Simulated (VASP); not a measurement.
Set up this calculation in VASP 6.6.1, as the native input.

* Task: single point
* Functional: PBE
* Potentials or basis: VASP PAW PBE potentials, release 64 (Al, N)
* Cutoff: 520 eV
* k mesh: 8 × 6 × 4
* Occupations: gaussian, width 0.05 eV
* Spin: no spin polarisation
* Dipole correction: no
* Further INCAR settings: ALGO = Normal; EDIFF = 1e-06; NBANDS = 26

The structure of AlN lies in POSCAR:

```
AlN
1.0
   -1.6567491617      2.8695737234      0.0000000000
    0.0000000000      0.0000000000      4.1874629526
    4.9702474850      2.8695737234      0.0000000000
Al N
4 4
Direct
    0.5468503034      0.7500000000      0.2076342848
    0.0000000000      0.7500000000      0.6666666667
    0.0000000000      0.2500000000      0.3333333333
    0.5000000000      0.2500000000      0.8333333333
    0.5000000000      0.2500000000      0.1666666667
    0.0000000000      0.2500000000      0.6666666667
    0.0000000000      0.7500000000      0.3333333333
    0.5000000000      0.7500000000      0.8333333333
```

This cell differs from its parent crystal: atom 1 (Al) moved by +0.126 Å along [1 0 0] and +0.252 Å along [1 2 0].

These files were run (other wordings do the same):

INCAR

```
ALGO     = Normal         # electronic algorithm
EDIFF    = 1E-6           # SCF threshold, eV
ENCUT    = 520            # plane-wave cutoff, eV
GGA      = PE             # functional
ISIF     = 2              # what is computed and relaxed
ISMEAR   = 0              # smearing method
LASPH    = T              # aspherical terms in the spheres
LCHARG   = F              # write CHGCAR
LREAL    = F              # projectors in reciprocal space
LWAVE    = F              # write WAVECAR
NBANDS   = 26             # bands
NELM     = 80             # most SCF steps
PREC     = Accurate       # precision mode
SIGMA    = 0.05           # smearing width, eV
```

KPOINTS

```
k-points
0
Gamma
  8 6 4
```

Potentials or basis: VASP PAW PBE potentials, release 64 (Al, N).

Command:

```bash
$ cat potpaw_PBE.64/Al/POTCAR potpaw_PBE.64/N/POTCAR > POTCAR
$ mpirun -np 1 vasp_std > vasp.out
```

It gave:

```json
{"Pressure": "3.4 GPa", "Largest force": "6.977 eV/Å", "Band gap on the k mesh": "3.00 eV"}
```

Caveat: the cell differs from its parent crystal (atom 1 (Al) moved by +0.126 Å along [1 0 0] and +0.252 Å along [1 2 0]); the cell stands under pressure; forces of over 1 eV/Å act on the atoms, so gaps and moduli don't describe the material at rest.

Wall time 2.4 min on 1 thread of Intel(R) Xeon(R) Platinum 8259CL CPU @ 2.50GHz (Skylake/Cascade Lake) (shared host), peak memory 0.26 GiB.
